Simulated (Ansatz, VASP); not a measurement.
Two plane-wave programs on BF

```
CELL_PARAMETERS angstrom
2.77878 0.00000 -0.35787
0.00000 6.58754 0.00000
-1.25184 0.00000 2.70676
ATOMIC_POSITIONS crystal
B 0.18740 0.57116 0.20347
B 0.18740 0.42884 0.70347
F 0.18760 0.22861 0.70357
F 0.18760 0.77139 0.20357
```

Alike in both runs: functional PBE; k mesh 6 × 4 × 6; occupations gaussian, width 0.1 eV; no spin polarisation.

Ansatz relaxed the structure, and its values are those at the end. VASP's run is a single point on that final structure, the one shown.

```csv
,VASP,Ansatz
version,VASP 6.6.1,Ansatz 0.2.0
potentials or method,"VASP PAW PBE potentials, release 64 (B, F), cutoff 520 eV","scalar-relativistic, plane waves, PAW"
valence electrons in the cell,20,20
```

```csv
,VASP,Ansatz,Ansatz less VASP
gap on the k mesh at the Fermi level (eV),none,none,-
pressure (GPa),0.6,0.1,-0.51
rms of the force components (eV/Å),0.165,0.006,-0.1590
```

A gap of «none» marks a metal or a gap that the smearing closes. The functional is the same, so the differences come from potentials, cutoffs and numerics.

The k mesh is coarse, so the values compare programs but aren't converged.
